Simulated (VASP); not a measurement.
# AlP (v.bA) (F-43m) in VASP: further runs

The runs below take AlP (v.bA) through single point, relaxation of cell and atoms, with PBE.

Program: VASP 6.6.1. These are calculated values, not measurements. Logs are shortened: lines on timing, memory, paths and dates and some standing lists are left out, and cuts for length are marked.

### Step 1. The cell of the first run

The structure is cubic, space group F-43m (No. 216). The conventional cell has a = 5.470 Å, b = 5.470 Å, c = 5.470 Å, α = 90.00°, β = 90.00°, γ = 90.00°. Al (site symmetry -43m) has 4 P at 2.37 Å within 3.1 Å. P (site symmetry -43m) has 4 Al at 2.37 Å within 3.1 Å.

### Step 2. Single point, PBE

The input, INCAR:

```
PREC = Accurate
ENCUT = 500
EDIFF = 1E-6
ISMEAR = 0
SIGMA = 0.1
LREAL = F
LASPH = T
NELM = 120
ALGO = Normal
ISIF = 2
LWAVE = F
LCHARG = F
GGA = PE
NBANDS = 11
GGA_COMPAT = F
```

The input, KPOINTS:

```
regular mesh
0
Gamma
  6 6 6
```

The input, POSCAR:

```
AlP
1.0
    0.0000000000      2.7350000000      2.7350000000
    2.7350000000      0.0000000000      2.7350000000
    2.7350000000      2.7350000000      0.0000000000
Al P
1 1
Direct
    0.0000000000      0.0000000000      0.0000000000
    0.2500000000      0.2500000000      0.2500000000
```

Potentials or basis: VASP PAW PBE potentials, release 64 (Al, P).

Command:

```console
$ cat potpaw_PBE.64/Al/POTCAR potpaw_PBE.64/P/POTCAR > POTCAR
$ mpirun -np 1 vasp_std > vasp.out
```

OUTCAR:

```text
PREC = Accurate
   ENCUT = 500
   EDIFF = 1E-6
   ISMEAR = 0
   LREAL = F
   LASPH = T
   NELM = 120
   ISIF = 2
   GGA = PE

 ion  position               nearest neighbor table
   1  0.000  0.000  0.000-   2 2.37   2 2.37   2 2.37   2 2.37
   2  0.250  0.250  0.250-   1 2.37   1 2.37   1 2.37   1 2.37

  LATTYP: Found a face centered cubic cell.
 ALAT       =     5.4700000000

  Lattice vectors:

 A1 = (   0.0000000000,   2.7350000000,   2.7350000000)
 A2 = (   2.7350000000,   0.0000000000,   2.7350000000)
 A3 = (   2.7350000000,   2.7350000000,   0.0000000000)

Analysis of symmetry for initial positions (statically):
=====================================================================
 Subroutine PRICEL returns:
 Original cell was already a primitive cell.

 Routine SETGRP: Setting up the symmetry group for a
 face centered cubic supercell.

 Subroutine GETGRP returns: Found 24 space group operations
 (whereof 24 operations were pure point group operations)
 out of a pool of 48 trial point group operations.

The static configuration has the point symmetry T_d .

Analysis of symmetry for dynamics (positions and initial velocities):
=====================================================================
 Subroutine PRICEL returns:
 Original cell was already a primitive cell.

 Routine SETGRP: Setting up the symmetry group for a
 face centered cubic supercell.

 Subroutine GETGRP returns: Found 24 space group operations
 (whereof 24 operations were pure point group operations)
 out of a pool of 48 trial point group operations.

The dynamic configuration has the point symmetry T_d .

 Subroutine INISYM returns: Found 24 space group operations
 (whereof 24 operations are pure point group operations),
 and found     1 'primitive' translations

----------------------------------------------------------------------------------------

                                     Primitive cell

  volume of cell :      40.9168

  direct lattice vectors                    reciprocal lattice vectors
     0.000000000  2.735000000  2.735000000    -0.182815356  0.182815356  0.182815356
     2.735000000  0.000000000  2.735000000     0.182815356 -0.182815356  0.182815356
     2.735000000  2.735000000  0.000000000     0.182815356  0.182815356 -0.182815356

  length of vectors
     3.867874093  3.867874093  3.867874093     0.316645486  0.316645486  0.316645486

  position of ions in fractional coordinates (direct lattice)
     0.000000000  0.000000000  0.000000000
     0.250000000  0.250000000  0.250000000

  ion indices of the primitive-cell ions
   primitive index   ion index
                 1           1
                 2           2

----------------------------------------------------------------------------------------

 KPOINTS: regular mesh

Automatic generation of k-mesh.
 Grid dimensions read from file:
 generate k-points for:    6    6    6

 Generating k-lattice:

  Cartesian coordinates                     Fractional coordinates (reciprocal lattice)
    -0.030469226  0.030469226  0.030469226     0.166666667  0.000000000  0.000000000
     0.030469226 -0.030469226  0.030469226     0.000000000  0.166666667  0.000000000
     0.030469226  0.030469226 -0.030469226     0.000000000  0.000000000  0.166666667

  Length of vectors
     0.052774248  0.052774248  0.052774248

  Shift w.r.t. Gamma in fractional coordinates (k-lattice)
     0.000000000  0.000000000  0.000000000

 Subroutine IBZKPT returns following result:
 ===========================================

 Found     16 irreducible k-points:

 Following reciprocal coordinates:
            Coordinates               Weight
  0.000000  0.000000  0.000000      1.000000
  0.166667  0.000000  0.000000      8.000000
  0.333333  0.000000  0.000000      8.000000
  0.500000  0.000000  0.000000      4.000000
  0.166667  0.166667  0.000000      6.000000
  0.333333  0.166667  0.000000     24.000000
[... 8 lines left out ...]
 -0.333333  0.333333  0.166667     24.000000
 -0.333333  0.500000  0.166667     12.000000
   k-points           NKPTS =     16   k-points in BZ     NKDIM =     16   number of bands    NBANDS=     11
   number of dos      NEDOS =    301   number of ions     NIONS =      2
   total plane-waves  NPLWV =  21952
   dimension x,y,z NGX =    28 NGY =   28 NGZ =   28
   dimension x,y,z NGXF=    56 NGYF=   56 NGZF=   56
   ions per type =               1   1
   NGX,Y,Z   is equivalent  to a cutoff of  12.03, 12.03, 12.03 a.u.
   NGXF,Y,Z  is equivalent  to a cutoff of  24.07, 24.07, 24.07 a.u.
 SYSTEM =  unknown system
   PREC   = accura    normal or accurate (medium, high low for compatibility)
   ISTART =      0    job   : 0-new  1-cont  2-samecut
   ICHARG =      2    charge: 1-file 2-atom 10-const
   ISPIN  =      1    spin polarized calculation?
   LNONCOLLINEAR =      F non collinear calculations
   LSORBIT =      F    spin-orbit coupling
   LASPH  =      T    aspherical Exc in radial PAW
   ENCUT  =  500.0 eV  36.75 Ry    6.06 a.u.   7.05  7.05  7.05*2*pi/ulx,y,z
   NELM   =    120;   NELMIN=  2; NELMDL= -5     # of ELM steps
   EDIFF  = 0.1E-05   stopping-criterion for ELM
   LREAL  =      F    real-space projection
   EDIFFG = 0.1E-04   stopping-criterion for IOM
   NSW    =      0    number of steps for IOM
   IBRION =     -1    ionic relax: 0-MD 1-quasi-New 2-CG
   NFREE  =      0    steps in history (QN), initial steepest desc. (CG)
   ISIF   =      2    stress and relaxation
   ISYM   =      2    0-nonsym 1-usesym 2-fastsym
   POTIM  = 0.5000    time-step for ionic-motion
   TEBEG  =    0.0;   TEEND  =   0.0 temperature during run
   PSTRESS=    0.0 pullay stress
   NELECT =       8.0000    total number of electrons
   NUPDOWN=      -1.0000    fix difference up-down
   EMIN   =  10.00;   EMAX   =-10.00  energy-range for DOS
   EFERMI =   0.00;   METHOD = LEGACY
   ISMEAR =     0;   SIGMA  =   0.10  broadening in eV -4-tet -1-fermi 0-gaus
   EFERMI_NEDOS =   21; number of points for ismear=-14 and -15
   IALGO  =     38    algorithm
   IMIX   =      4    mixing-type and parameters
     AMIX     =   0.40;   BMIX     =  1.00
     AMIX_MAG =   1.60;   BMIX_MAG =  1.00
  volume/ion in A,a.u.               =      20.46       138.06
  Fermi-wavevector in a.u.,A,eV,Ry     =   0.950176  1.795573 12.283814  0.902835
  Thomas-Fermi vector in A             =   2.078528
   LORBIT       =      0    0 simple, 1 ext, 2 COOP (PROOUT), +10 PAW based schemes
   GGA     = PE    functional components
   LHFCALC =     F    Hartree Fock is set to
   AEXX    =    0.0000 exact exchange contribution
   IVDW    =     0    specifies the selected vdW correction
   LEPSILON=     F    determine dielectric tensor
   LRPA    =     F    only Hartree local field effects (RPA)
 non-spin polarized calculation
 Gauss-broadening in eV      SIGMA  =   0.10
  energy-cutoff  :      500.00
  volume of cell :       40.92
 maximum number of plane-waves:      1056
   NGX = 15   NGY = 15   NGZ = 15

 number of electron       8.0000000 magnetization

 Free energy of the ion-electron system (eV)
  ---------------------------------------------------
  ext. energy  EPLUGINS =         0.00000000
  ---------------------------------------------------
  free energy    TOTEN  =       -10.36493793 eV

  energy without entropy =      -10.36493793  energy(sigma->0) =      -10.36493793

 E-fermi :   4.9462     XC(G=0):  -9.1856

 val. band max:        4.5347682234   @ k =   0.0000   0.0000   0.0000
 cond. band min:       6.1221130465   @ k =   0.5000   0.5000   0.0000
 fundamental gap:      1.5873448231
 Fermi energy:         4.9461881363

 k-point     1 :       0.0000    0.0000    0.0000
  band No.  band energies     occupation
      1      -6.9397      2.00000
      2       4.5348      2.00000
      3       4.5348      2.00000
      4       4.5348      2.00000
      5       7.7929      0.00000
      6       9.0857      0.00000
      7       9.0857      0.00000
      8       9.0857      0.00000
      9      13.3608      0.00000
     10      13.3608      0.00000
     11      14.7850      0.00000

 k-point     2 :       0.1667    0.0000    0.0000
  band No.  band energies     occupation
      1      -6.6385      2.00000
      2       2.6675      2.00000
      3       4.2934      2.00000
      4       4.2934      2.00000
      5       8.1349      0.00000
      6       9.5185      0.00000
      7       9.5185      0.00000
      8      10.1679      0.00000
      9      12.7234      0.00000
     10      12.7234      0.00000
     11      15.3698      0.00000

 k-point     3 :       0.3333    0.0000    0.0000
  band No.  band energies     occupation
      1      -5.8548      2.00000
      2       0.2137      2.00000
      3       3.9235      2.00000
      4       3.9235      2.00000
      5       7.5659      0.00000
      6       9.5754      0.00000
      7       9.5754      0.00000
      8      12.4403      0.00000
      9      13.6503      0.00000
     10      13.6503      0.00000
     11      14.8365      0.00000

 k-point     4 :       0.5000    0.0000    0.0000
  band No.  band energies     occupation
      1      -5.2735      2.00000
      2      -0.9701      2.00000
      3       3.7742      2.00000
      4       3.7742      2.00000
      5       7.3276      0.00000
      6       9.3500      0.00000
      7       9.3500      0.00000
      8      12.7926      0.00000
      9      16.0472      0.00000
     10      16.0472      0.00000
     11      16.3329      0.00000
[... 127 lines left out ...]
 k-point    14 :       0.5000    0.3333    0.1667
  band No.  band energies     occupation
      1      -5.2345      2.00000
      2       0.1241      2.00000
      3       1.8762      2.00000
      4       2.9540      2.00000
      5       8.3880      0.00000
      6       9.3600      0.00000
      7      10.0234      0.00000
      8      12.7338      0.00000
      9      13.8616      0.00000
     10      15.9939      0.00000
     11      17.8784      0.00000

 k-point    15 :      -0.3333    0.3333    0.1667
  band No.  band energies     occupation
      1      -4.7788      2.00000
      2      -0.4391      2.00000
      3       1.4248      2.00000
      4       2.5654      2.00000
      5       8.5826      0.00000
      6       9.4952      0.00000
      7      11.4016      0.00000
      8      12.1777      0.00000
      9      13.3917      0.00000
     10      16.4403      0.00000
     11      17.4192      0.00000

 k-point    16 :      -0.3333    0.5000    0.1667
  band No.  band energies     occupation
      1      -4.5791      2.00000
      2      -0.4925      2.00000
      3       1.6446      2.00000
      4       1.8851      2.00000
      5       7.8529      0.00000
      6       8.8381      0.00000
      7      12.1690      0.00000
      8      12.5163      0.00000
      9      15.7461      0.00000
     10      16.4597      0.00000
     11      17.7724      0.00000

------------------------ aborting loop because EDIFF is reached ----------------------------------------

  FORCE on cell =-STRESS in cart. coord.  units (eV):
  Direction    XX          YY          ZZ          XY          YZ          ZX
  --------------------------------------------------------------------------------------
  -------------------------------------------------------------------------------------
  Total        0.4390570      0.4390570      0.4390570     -0.0000000     -0.0000000     -0.0000000
  in kB       17.1921231     17.1921231     17.1921231     -0.0000000     -0.0000000     -0.0000000
  external PRESSURE =      17.1921231 kB  Pullay stress =       0.0000000 kB

 VOLUME and BASIS-vectors are now :
 -----------------------------------------------------------------------------
  energy-cutoff  :      500.00
  volume of cell :       40.92
      direct lattice vectors                 reciprocal lattice vectors
     0.000000000  2.735000000  2.735000000    -0.182815356  0.182815356  0.182815356
     2.735000000  0.000000000  2.735000000     0.182815356 -0.182815356  0.182815356
     2.735000000  2.735000000  0.000000000     0.182815356  0.182815356 -0.182815356

 POSITION                                       TOTAL-FORCE (eV/Angst)
 -----------------------------------------------------------------------------------
      0.00000      0.00000      0.00000         0.000000      0.000000      0.000000
      1.36750      1.36750      1.36750        -0.000000     -0.000000     -0.000000
 -----------------------------------------------------------------------------------
    total drift:                               -0.000000     -0.000000      0.000000

  FREE ENERGIE OF THE ION-ELECTRON SYSTEM (eV)
  ---------------------------------------------------
  free  energy   TOTEN  =       -10.3649379312 eV

  energy  without entropy=      -10.3649379312  energy(sigma->0) =      -10.36493793
```

Wall time 4.4 s (1 thread of Intel Xeon Platinum 8559C (Emerald Rapids), shared host); peak memory 0.14 GiB.

What came out:

- Free energy: -10.3649 eV
- Pressure: 1.7 GPa
- Band gap on the k mesh: 1.59 eV, indirect (least direct gap 3.26 eV)

A k mesh can miss the band edges. PBE gaps usually lie below the measured ones, often by a third to a half.

### Step 3. Single point, PBE

This run uses another cell than the first one, of 20.88 Å³/atom, 1.020 times its volume.

The input, INCAR:

```
SYSTEM = AlP
PREC = Accurate
ENCUT = 500
EDIFF = 1E-6
ISMEAR = 0
SIGMA = 0.02
LREAL = .FALSE.
LASPH = .TRUE.
NELM = 120
ALGO = Normal
ISIF = 2
LWAVE = .FALSE.
LCHARG = .FALSE.
GGA = PE
NBANDS = 11
GGA_COMPAT = .FALSE.
```

The input, KPOINTS:

```
Automatic mesh
0
G
  8 8 8
  0 0 0
```

The input, POSCAR:

```
AlP
1.0
    0.0000000000      2.7534771652      2.7534771652
    2.7534771652      0.0000000000      2.7534771652
    2.7534771652      2.7534771652      0.0000000000
Al P
1 1
Direct
    0.0000000000      0.0000000000      0.0000000000
    0.2500000000      0.2500000000      0.2500000000
```

Potentials or basis: VASP PAW PBE potentials, release 64 (Al, P).

Command:

```console
$ cat potpaw_PBE.64/Al/POTCAR potpaw_PBE.64/P/POTCAR > POTCAR
$ mpirun -np 1 vasp_std > vasp.out
```

OUTCAR:

```text
SYSTEM = AlP
   PREC = Accurate
   ENCUT = 500
   EDIFF = 1E-6
   ISMEAR = 0
   LREAL = .FALSE.
   LASPH = .TRUE.
   NELM = 120
   ISIF = 2
   GGA = PE

 ion  position               nearest neighbor table
   1  0.000  0.000  0.000-   2 2.38   2 2.38   2 2.38   2 2.38
   2  0.250  0.250  0.250-   1 2.38   1 2.38   1 2.38   1 2.38

  LATTYP: Found a face centered cubic cell.
 ALAT       =     5.5069543304

  Lattice vectors:

 A1 = (   0.0000000000,   2.7534771652,   2.7534771652)
[... 521 lines left out ...]

------------------------ aborting loop because EDIFF is reached ----------------------------------------

  FORCE on cell =-STRESS in cart. coord.  units (eV):
  Direction    XX          YY          ZZ          XY          YZ          ZX
  --------------------------------------------------------------------------------------
  -------------------------------------------------------------------------------------
  Total       -0.0143190     -0.0143190     -0.0143190      0.0000000     -0.0000000      0.0000000
  in kB       -0.5494775     -0.5494775     -0.5494775      0.0000000     -0.0000000      0.0000000
  external PRESSURE =      -0.5494775 kB  Pullay stress =       0.0000000 kB

 VOLUME and BASIS-vectors are now :
 -----------------------------------------------------------------------------
  energy-cutoff  :      500.00
  volume of cell :       41.75
      direct lattice vectors                 reciprocal lattice vectors
     0.000000000  2.753477165  2.753477165    -0.181588577  0.181588577  0.181588577
     2.753477165  0.000000000  2.753477165     0.181588577 -0.181588577  0.181588577
     2.753477165  2.753477165  0.000000000     0.181588577  0.181588577 -0.181588577

 POSITION                                       TOTAL-FORCE (eV/Angst)
 -----------------------------------------------------------------------------------
      0.00000      0.00000      0.00000        -0.000000      0.000000     -0.000000
      1.37674      1.37674      1.37674         0.000000     -0.000000      0.000000
 -----------------------------------------------------------------------------------
    total drift:                               -0.000000     -0.000000     -0.000000

  FREE ENERGIE OF THE ION-ELECTRON SYSTEM (eV)
  ---------------------------------------------------
  free  energy   TOTEN  =       -10.3767733072 eV

  energy  without entropy=      -10.3767733072  energy(sigma->0) =      -10.37677331
```

It took 6.8 s on 1 thread of Intel Xeon Platinum 8559C (Emerald Rapids), shared host; peak memory 0.15 GiB.

Results:

```
Free energy            : -10.3768 eV
Pressure               : -0.1 GPa
Band gap on the k mesh : 1.63 eV, indirect (least direct gap 3.09 eV)
```

(Part 1 of 2 ends here.)
